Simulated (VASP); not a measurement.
# InTe2 (I4/mmm) in VASP: single point with PBE

Aim: the single point of InTe2 with PBE.

All numbers are computed with VASP 6.6.1; they aren't measurements. Logs are shortened: lines on timing, memory, paths and dates and some standing lists are left out, and cuts for length are marked.

## (1) The cell of the first run

The structure is tetragonal, space group I4/mmm (No. 139). The conventional cell has a = 4.297 Å, b = 4.297 Å, c = 10.557 Å, α = 90.00°, β = 90.00°, γ = 90.00°. Within 4.4 Å of In (site symmetry 4/mmm) lie 10 Te at 3.35 to 3.87 Å and 4 In at 4.30 Å. Within 3.7 Å of Te (site symmetry 4mm) lie 1 Te at 2.81 Å and 4 In at 3.35 Å.

## (2) Single point, PBE

INCAR reads:

```
SYSTEM = InTe2
  PREC = Accurate
  ENCUT = 520
  EDIFF = 1E-7
  ISMEAR = 0
  SIGMA = 0.1
  LREAL = .False.
  LASPH = .True.
  NELM = 80
  ALGO = Normal
  ISIF = 2
  LWAVE = .False.
  LCHARG = .False.
  GGA = PE
  NBANDS = 20
```

KPOINTS reads:

```
regular mesh
0
Gamma
  16 16 16
  0 0 0
```

POSCAR reads:

```
InTe2
1.0
   -2.1485545143      2.1485545143      5.2787253794
    2.1485545143     -2.1485545143      5.2787253794
    2.1485545143      2.1485545143     -5.2787253794
In Te
1 2
Direct
    0.0000000000      0.0000000000      0.0000000000
    0.6331262282      0.6331262282      0.0000000000
    0.3668737718      0.3668737718      0.0000000000
```

Potentials or basis: VASP PAW PBE potentials, release 64 (In_d, Te).

Launch:

```bash
$ cat potpaw_PBE.64/In_d/POTCAR potpaw_PBE.64/Te/POTCAR > POTCAR
$ mpirun -np 1 vasp_std > vasp.out
```

OUTCAR:

```text
SYSTEM = InTe2
   PREC = Accurate
   ENCUT = 520
   EDIFF = 1E-7
   ISMEAR = 0
   LREAL = .False.
   LASPH = .True.
   NELM = 80
   ISIF = 2
   GGA = PE

 ion  position               nearest neighbor table
   1  0.000  0.000  0.000-   2 3.35   2 3.35   2 3.35   3 3.35   2 3.35   3 3.35   3 3.35   3 3.35

   2  0.633  0.633  0.000-   3 2.81   1 3.35   1 3.35   1 3.35   1 3.35
   3  0.367  0.367  0.000-   2 2.81   1 3.35   1 3.35   1 3.35   1 3.35

  LATTYP: Found a body centered tetragonal cell.
 ALAT       =     4.2971090286
 C/A-ratio  =     2.4568729089

  Lattice vectors:

 A1 = (  -2.1485545143,   2.1485545143,   5.2787253794)
 A2 = (   2.1485545143,  -2.1485545143,   5.2787253794)
 A3 = (   2.1485545143,   2.1485545143,  -5.2787253794)

Analysis of symmetry for initial positions (statically):
=====================================================================
 Subroutine PRICEL returns:
 Original cell was already a primitive cell.

 Routine SETGRP: Setting up the symmetry group for a
 body centered tetragonal supercell.

 Subroutine GETGRP returns: Found 16 space group operations
 (whereof 16 operations were pure point group operations)
 out of a pool of 16 trial point group operations.

The static configuration has the point symmetry D_4h.

Analysis of symmetry for dynamics (positions and initial velocities):
=====================================================================
 Subroutine PRICEL returns:
 Original cell was already a primitive cell.

 Routine SETGRP: Setting up the symmetry group for a
 body centered tetragonal supercell.

 Subroutine GETGRP returns: Found 16 space group operations
 (whereof 16 operations were pure point group operations)
 out of a pool of 16 trial point group operations.

The dynamic configuration has the point symmetry D_4h.

 Subroutine INISYM returns: Found 16 space group operations
 (whereof 16 operations are pure point group operations),
 and found     1 'primitive' translations

----------------------------------------------------------------------------------------

                                     Primitive cell

  volume of cell :      97.4724

  direct lattice vectors                    reciprocal lattice vectors
    -2.148554514  2.148554514  5.278725379     0.000000000  0.232714598  0.094719836
     2.148554514 -2.148554514  5.278725379     0.232714598  0.000000000  0.094719836
     2.148554514  2.148554514 -5.278725379     0.232714598  0.232714598  0.000000000

  length of vectors
     6.090772909  6.090772909  6.090772909     0.251252724  0.251252724  0.329108141

  position of ions in fractional coordinates (direct lattice)
     0.000000000  0.000000000  0.000000000
     0.633126228  0.633126228  0.000000000
     0.366873772  0.366873772  0.000000000

  ion indices of the primitive-cell ions
   primitive index   ion index
                 1           1
                 2           2
                 3           3

----------------------------------------------------------------------------------------

 KPOINTS: regular mesh

Automatic generation of k-mesh.
 Grid dimensions read from file:
 generate k-points for:   16   16   16

 Generating k-lattice:

  Cartesian coordinates                     Fractional coordinates (reciprocal lattice)
     0.000000000  0.014544662  0.005919990     0.062500000  0.000000000  0.000000000
     0.014544662  0.000000000  0.005919990     0.000000000  0.062500000  0.000000000
     0.014544662  0.014544662  0.000000000     0.000000000  0.000000000  0.062500000

  Length of vectors
     0.015703295  0.015703295  0.020569259

  Shift w.r.t. Gamma in fractional coordinates (k-lattice)
     0.000000000  0.000000000  0.000000000

 Subroutine IBZKPT returns following result:
 ===========================================

 Found    349 irreducible k-points:

 Following reciprocal coordinates:
            Coordinates               Weight
  0.000000  0.000000  0.000000      1.000000
  0.062500 -0.000000  0.000000      8.000000
  0.125000 -0.000000  0.000000      8.000000
  0.187500 -0.000000  0.000000      8.000000
  0.250000 -0.000000  0.000000      8.000000
  0.312500 -0.000000  0.000000      8.000000
[... 16 lines left out ...]
 -0.125000  0.062500 -0.000000     16.000000
 -0.062500  0.062500  0.000000      4.000000
 [... further k-points ...]
   k-points           NKPTS =    349   k-points in BZ     NKDIM =    349   number of bands    NBANDS=     20
   number of dos      NEDOS =    301   number of ions     NIONS =      3
   total plane-waves  NPLWV = 110592
   dimension x,y,z NGX =    48 NGY =   48 NGZ =   48
   dimension x,y,z NGXF=    96 NGYF=   96 NGZF=   96
   ions per type =               1   2
   NGX,Y,Z   is equivalent  to a cutoff of  13.10, 13.10, 13.10 a.u.
   NGXF,Y,Z  is equivalent  to a cutoff of  26.20, 26.20, 26.20 a.u.
 SYSTEM =  InTe2
   PREC   = accura    normal or accurate (medium, high low for compatibility)
   ISTART =      0    job   : 0-new  1-cont  2-samecut
   ICHARG =      2    charge: 1-file 2-atom 10-const
   ISPIN  =      1    spin polarized calculation?
   LNONCOLLINEAR =      F non collinear calculations
   LSORBIT =      F    spin-orbit coupling
   LASPH  =      T    aspherical Exc in radial PAW
   ENCUT  =  520.0 eV  38.22 Ry    6.18 a.u.  11.32 11.32 11.32*2*pi/ulx,y,z
   NELM   =     80;   NELMIN=  2; NELMDL= -5     # of ELM steps
   EDIFF  = 0.1E-06   stopping-criterion for ELM
   LREAL  =      F    real-space projection
   EDIFFG = 0.1E-05   stopping-criterion for IOM
   NSW    =      0    number of steps for IOM
   IBRION =     -1    ionic relax: 0-MD 1-quasi-New 2-CG
   NFREE  =      0    steps in history (QN), initial steepest desc. (CG)
   ISIF   =      2    stress and relaxation
   ISYM   =      2    0-nonsym 1-usesym 2-fastsym
   POTIM  = 0.5000    time-step for ionic-motion
   TEBEG  =    0.0;   TEEND  =   0.0 temperature during run
   PSTRESS=    0.0 pullay stress
   NELECT =      25.0000    total number of electrons
   NUPDOWN=      -1.0000    fix difference up-down
   EMIN   =  10.00;   EMAX   =-10.00  energy-range for DOS
   EFERMI =   0.00;   METHOD = LEGACY
   ISMEAR =     0;   SIGMA  =   0.10  broadening in eV -4-tet -1-fermi 0-gaus
   EFERMI_NEDOS =   21; number of points for ismear=-14 and -15
   IALGO  =     38    algorithm
   IMIX   =      4    mixing-type and parameters
     AMIX     =   0.40;   BMIX     =  1.00
     AMIX_MAG =   1.60;   BMIX_MAG =  1.00
  volume/ion in A,a.u.               =      32.49       219.26
  Fermi-wavevector in a.u.,A,eV,Ry     =   1.040146  1.965591 14.720188  1.081903
  Thomas-Fermi vector in A             =   2.174708
   LORBIT       =      0    0 simple, 1 ext, 2 COOP (PROOUT), +10 PAW based schemes
   GGA     = PE    functional components
   LHFCALC =     F    Hartree Fock is set to
   AEXX    =    0.0000 exact exchange contribution
   IVDW    =     0    specifies the selected vdW correction
   LEPSILON=     F    determine dielectric tensor
   LRPA    =     F    only Hartree local field effects (RPA)
 non-spin polarized calculation
 Gauss-broadening in eV      SIGMA  =   0.10
  energy-cutoff  :      520.00
  volume of cell :       97.47
 maximum number of plane-waves:      2665
 NGX is ok and might be reduce to    48
   NGX = 23   NGY = 23   NGZ = 23

 number of electron      24.9999999 magnetization

 Free energy of the ion-electron system (eV)
  ---------------------------------------------------
  ext. energy  EPLUGINS =         0.00000000
  ---------------------------------------------------
  free energy    TOTEN  =        -8.70363980 eV

  energy without entropy =       -8.69053174  energy(sigma->0) =       -8.69708577

 E-fermi :   5.7367     XC(G=0):  -9.2868

 val. band max:        5.7299662002   @ k =   0.4375  -0.0000   0.0000
 cond. band min:       5.7463638497   @ k =  -0.2500   0.4375   0.1875
 fundamental gap:      0.0163976495
 Fermi energy:         5.7366689512

 k-point     1 :       0.0000    0.0000    0.0000
  band No.  band energies     occupation
      1      -8.4823      2.00000
      2      -8.4776      2.00000
      3      -8.4623      2.00000
      4      -8.4475      2.00000
      5      -8.4475      2.00000
      6      -6.8808      2.00000
[... 12 lines left out ...]
     19      11.2980      0.00000
     20      14.5226      0.00000

 k-point     2 :       0.0625   -0.0000    0.0000
  band No.  band energies     occupation
      1      -8.4812      2.00000
      2      -8.4766      2.00000
      3      -8.4631      2.00000
      4      -8.4486      2.00000
      5      -8.4473      2.00000
      6      -6.8614      2.00000
[... 12 lines left out ...]
     19      11.1992      0.00000
     20      14.7357      0.00000

 k-point     3 :       0.1250   -0.0000    0.0000
  band No.  band energies     occupation
      1      -8.4790      2.00000
      2      -8.4726      2.00000
      3      -8.4654      2.00000
      4      -8.4518      2.00000
      5      -8.4468      2.00000
      6      -6.8045      2.00000
[... 12 lines left out ...]
     19      11.4106      0.00000
     20      14.6306      0.00000

 k-point     4 :       0.1875   -0.0000    0.0000
  band No.  band energies     occupation
      1      -8.4769      2.00000
      2      -8.4688      2.00000
      3      -8.4657      2.00000
      4      -8.4566      2.00000
      5      -8.4461      2.00000
      6      -6.7143      2.00000
[... 429 lines left out ...]
 k-point    23 :      -0.1250    0.0625   -0.0000
  band No.  band energies     occupation
      1      -8.4778      2.00000
      2      -8.4722      2.00000
      3      -8.4661      2.00000
      4      -8.4518      2.00000
      5      -8.4478      2.00000
      6      -6.7987      2.00000
[... 12 lines left out ...]
     19      11.5638      0.00000
     20      14.2962      0.00000

 k-point    24 :      -0.0625    0.0625    0.0000
  band No.  band energies     occupation
      1      -8.4799      2.00000
      2      -8.4757      2.00000
      3      -8.4639      2.00000
      4      -8.4489      2.00000
      5      -8.4480      2.00000
      6      -6.8491      2.00000
[... 12 lines left out ...]
     19      11.4583      0.00000
     20      14.5669      0.00000

 [... further k-points ...]

------------------------ aborting loop because EDIFF is reached ----------------------------------------

  FORCE on cell =-STRESS in cart. coord.  units (eV):
  Direction    XX          YY          ZZ          XY          YZ          ZX
  --------------------------------------------------------------------------------------
  -------------------------------------------------------------------------------------
  Total       -0.0044256     -0.0044256      0.0154966      0.0000000      0.0000000      0.0000000
  in kB       -0.0727449     -0.0727449      0.2547209      0.0000000      0.0000000      0.0000000
  external PRESSURE =       0.0364104 kB  Pullay stress =       0.0000000 kB

 VOLUME and BASIS-vectors are now :
 -----------------------------------------------------------------------------
  energy-cutoff  :      520.00
  volume of cell :       97.47
      direct lattice vectors                 reciprocal lattice vectors
    -2.148554514  2.148554514  5.278725379     0.000000000  0.232714598  0.094719836
     2.148554514 -2.148554514  5.278725379     0.232714598  0.000000000  0.094719836
     2.148554514  2.148554514 -5.278725379     0.232714598  0.232714598  0.000000000

 POSITION                                       TOTAL-FORCE (eV/Angst)
 -----------------------------------------------------------------------------------
      0.00000      0.00000      0.00000        -0.000000     -0.000000      0.000000
      0.00000      0.00000      6.68420        -0.000000     -0.000000      0.012718
      0.00000      0.00000      3.87325         0.000000      0.000000     -0.012718
 -----------------------------------------------------------------------------------
    total drift:                               -0.000000      0.000000     -0.000000

  FREE ENERGIE OF THE ION-ELECTRON SYSTEM (eV)
  ---------------------------------------------------
  free  energy   TOTEN  =        -8.7036397986 eV

  energy  without entropy=       -8.6905317407  energy(sigma->0) =       -8.69708577
```

Run time: 7.4 min. Hardware: 1 thread of Intel Xeon 6975P-C (Granite Rapids), shared host; peak memory 0.82 GiB.

What came out:

```
Free energy            : -8.7036 eV
Pressure               : 0.0 GPa
Largest force          : 0.013 eV/Å
Band gap on the k mesh : zero (an odd number of electrons rules out a gap without spin polarisation)
```

Forces in eV/Å, atoms in the order of the input:
```
In   0.000  0.000  0.000
Te   0.000  0.000  0.013
Te   0.000  0.000 -0.013
```

Caveat: spin-orbit coupling is left out, which moves the levels of the heavy elements; an odd number of electrons without spin polarisation forces a metal; a magnetic or distorted state may lie lower.
